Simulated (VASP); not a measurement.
Input of a VASP 6.6.1 run:

Contents of INCAR:

```
SYSTEM = CuO
ALGO = Normal
EDIFF = 1E-6
ENCUT = 1340
GGA = CA
GGA_COMPAT = .False.
ISIF = 2
ISMEAR = 0
ISPIN = 2
LASPH = .True.
LCHARG = .True.
LDAU = .True.
LDAUJ = 0 0
LDAUL = 2 -1
LDAUPRINT = 1
LDAUTYPE = 2
LDAUU = 8 0
LELF = .True.
LMAXMIX = 4
LORBIT = 11
LREAL = .False.
LVHAR = .True.
LWAVE = .False.
MAGMOM = 1 0
NBANDS = 24
NELM = 200
PREC = Accurate
SIGMA = 0.05
```

KPOINTS

```
k-points
0
Gamma
  7 7 7
  0 0 0
```

The input POSCAR:

```
CuO
1.0
    2.5525506100      0.0000000000      0.0000000000
    0.0000000000      2.5525506100      0.0000000000
    0.0000000000      0.0000000000      2.5525506100
Cu O
1 1
Direct
    0.0000000000      0.0000000000      0.0000000000
    0.5000000000      0.5000000000      0.5000000000
```

Potentials or basis: VASP PAW LDA potentials, release 64 (Cu_sv_GW, O_h).

Command:

```console
$ cat potpaw_LDA.64/Cu_sv_GW/POTCAR potpaw_LDA.64/O_h/POTCAR > POTCAR
$ mpirun -np 1 vasp_std > vasp.out
```

(1) Estimate the net moment.

(2) What does it give for the site moments?

Results:

(1) 1.00 μB per cell.

(2) Cu +0.38; O +0.43 μB.

Caveat: a cell with one magnetic atom can't hold antiferromagnetic order, which such compounds often take.
